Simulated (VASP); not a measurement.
The system is AlN.

```
Al N
1.0
     0.00000    2.03525    2.03525
     2.03525    0.00000    2.03525
     2.03525    2.03525    0.00000
Al N
1 1
Direct
  0.00000 0.00000 0.00000
  0.50000 0.50000 0.50000
```

```yaml
Program: VASP 6.6.1
Task: relaxation of cell and atoms
Functional: r2SCAN
Potentials_or_basis: VASP PAW PBE potentials, release 64 (Al, N)
Cutoff: 600 eV
k_mesh: 10 × 10 × 10
Occupations: fermi-dirac, width 0.02 eV
Spin: no spin polarisation
```

At the start: pressure -7.1 GPa; volume 8.43 Å³/atom.

Task: Where does the relaxation end?

Result: Over 3 steps the energy falls by 5.1 meV/atom and the volume is 8.21 Å³/atom (-2.7 %); space group Fm-3m (No. 225, to 0.05 Å).

Step by step:
| step | energy change (eV) | largest force (eV/Å) | pressure (GPa) | volume (Å³) |
| --- | --- | --- | --- | --- |
| 1 | 0.0000 | 0.0000 | -7.06 | 16.86 |
| 2 | 0.0005 | 0.0000 | 8.08 | 15.97 |
| 3 | -0.0102 | 0.0000 | 0.08 | 16.41 |

Final structure:
```
CELL_PARAMETERS angstrom
0.00000 2.01701 2.01701
2.01701 0.00000 2.01701
2.01701 2.01701 0.00000
ATOMIC_POSITIONS crystal
Al 0.00000 0.00000 0.00000
N 0.50000 0.50000 0.50000
```

Caveat: the PAW data sets were made with another functional, which shifts forces and pressure a little.
